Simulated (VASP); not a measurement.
Set up this calculation in VASP 6.6.1, as the native input.

- Task: single point
- Functional: PBE
- Dispersion: D3(BJ)
- Potentials or basis: VASP PAW PBE potentials, release 64 (Pt, Se)
- Cutoff: 520 eV
- k mesh: 12 × 12 × 10
- Occupations: gaussian, width 0.15 eV
- Spin: no spin polarisation
- Dipole correction: no
- Further INCAR settings: ALGO = Normal; EDIFF = 1e-07; NBANDS = 18

The structure of PtSe2 lies in POSCAR:

```
PtSe2
1.0
    3.7240006046      0.0000000000      0.0000000000
   -1.8620003023      3.2250791273      0.0000000000
    0.0000000000      0.0000000000      5.0620000000
Pt Se
1 2
Direct
    0.0000000000      0.0000000000      0.0000000000
    0.3286822847      0.6573645693      0.2500000000
    0.6713177153      0.3426354307      0.7500000000
```

This cell differs from its parent crystal: mode 4 (178.8 1/cm) frozen in, largest displacement -0.030 Å.

One way to write it, as run:

INCAR

```
ALGO = Normal ; EDIFF = 1E-7
ENCUT = 520 ; GGA = PE
ISIF = 2 ; ISMEAR = 0
IVDW = 12 ; LASPH = True
LCHARG = False ; LREAL = False
LWAVE = False ; NBANDS = 18
NELM = 60 ; PREC = Accurate
SIGMA = 0.15
```

KPOINTS

```
k-points
0
Gamma
  12 12 10
```

Potentials or basis: VASP PAW PBE potentials, release 64 (Pt, Se).

The run is started by

```sh
$ cat potpaw_PBE.64/Pt/POTCAR potpaw_PBE.64/Se/POTCAR > POTCAR
$ mpirun -np 1 vasp_std > vasp.out
```

Results of the run:

* Pressure: 3.5 GPa
* Largest force: 0.681 eV/Å
* Band gap on the k mesh: zero (band 11 reaches 6.94 eV, above the bottom of band 12 at 6.54 eV)
* Dispersion energy per atom: -0.477 eV

Caveat: the cell differs from its parent crystal (mode 4 (178.8 1/cm) frozen in, largest displacement -0.030 Å); spin-orbit coupling is left out, which moves the levels of the heavy elements; pairwise dispersion overbinds metals, which lowers pressure and volume.

Run time: 9.3 min on 1 thread of AMD EPYC 7R43 64-Core Processor (Zen 3), on a shared host, peak memory 0.49 GiB.
